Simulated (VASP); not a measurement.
**RbBr: relaxation of the atoms with r2SCAN**

The system is RbBr.

```
CELL_PARAMETERS angstrom
0.00000 2.83153 2.83153
2.83153 0.00000 2.83153
2.83153 2.83153 0.00000
ATOMIC_POSITIONS crystal
Rb 0.00000 0.00000 0.00000
Br 0.50000 0.50000 0.50000
```

| Quantity | Value |
| --- | --- |
| Program | VASP 6.6.1 |
| Task | relaxation of the atoms |
| Functional | r2SCAN |
| Potentials or basis | VASP PAW PBE potentials, release 64 (Rb_sv, Br) |
| Cutoff | 520 eV |
| k mesh | 7 × 7 × 7 |
| Occupations | fermi-dirac, width 0.03 eV |
| Spin | no spin polarisation |
| Dipole correction | no |
| Further INCAR settings | ALGO = Normal; EDIFF = 1e-07; IBRION = 2; EDIFFG = -0.01; NSW = 50 |

```
Pressure after relaxing : 38.8 GPa
Band gap on the k mesh  : 4.47 eV
```

Final structure:
```xyz
2
Lattice="0.0000 2.8315 2.8315 2.8315 0.0000 2.8315 2.8315 2.8315 0.0000" Properties=species:S:1:pos:R:3 pbc="T T T"
Rb    0.0000    0.0000    0.0000
Br    2.8315    2.8315    2.8315
```

Levels at points of the mesh, in eV from the valence-band top:
```csv
k point,band 4,band 5,band 6,band 7,band 8,band 9,band 10,band 11,band 12
"(0.00, 0.00, 0.00)",-8.34,-8.34,-0.08,-0.08,-0.08,7.12,7.12,7.12,7.12
```

Wall time 25 s on 1 thread of Intel(R) Xeon(R) 6975P-C (Granite Rapids), with other jobs on the host, peak memory 0.17 GiB.

Caveat: the relaxation stopped at its first step, so nothing moved; the PAW data sets were made with another functional, which shifts forces and pressure a little; an odd mesh through Γ misses points on the zone boundary, where band edges can lie.
